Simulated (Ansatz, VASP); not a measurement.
**CdS in VASP and in Ansatz**

```
CELL_PARAMETERS angstrom
0.00000 2.41122 2.41122
2.41122 0.00000 2.41122
2.41122 2.41122 0.00000
ATOMIC_POSITIONS crystal
Cd 0.00000 0.00000 0.00000
S 0.75000 0.75000 0.75000
```

Change from the starting cell: volume scaled by 0.55, crystal datasets.

Alike in both runs: task electric field gradients; functional PBEsol; k mesh 8 × 8 × 8; occupations fermi-dirac, width 0.03 eV; no spin polarisation.

|  | VASP | Ansatz |
| --- | --- | --- |
| version | VASP 6.6.1 | Ansatz 0.2.0 |
| potentials or method | VASP PAW PBE potentials, release 64 (Cd, S), cutoff 520 eV | all-electron PAW with datasets made for the crystal, scalar-relativistic |

VASP gave:

* gap on the k mesh at the Fermi level (eV): 1.76
* pressure (GPa): 131.1

**Question.** What did Ansatz give for the same quantities?

**Answer.** gap on the k mesh at the Fermi level (eV): 1.61; pressure (GPa): 127.0.

VASP's potentials were made for PBE, not for PBEsol. Both programs put the cell under a high pressure, so it lies far from rest at this level. Ansatz ran all-electron here, and VASP with PAW potentials.

Noted on VASP's run: the cell as given lies far from equilibrium.
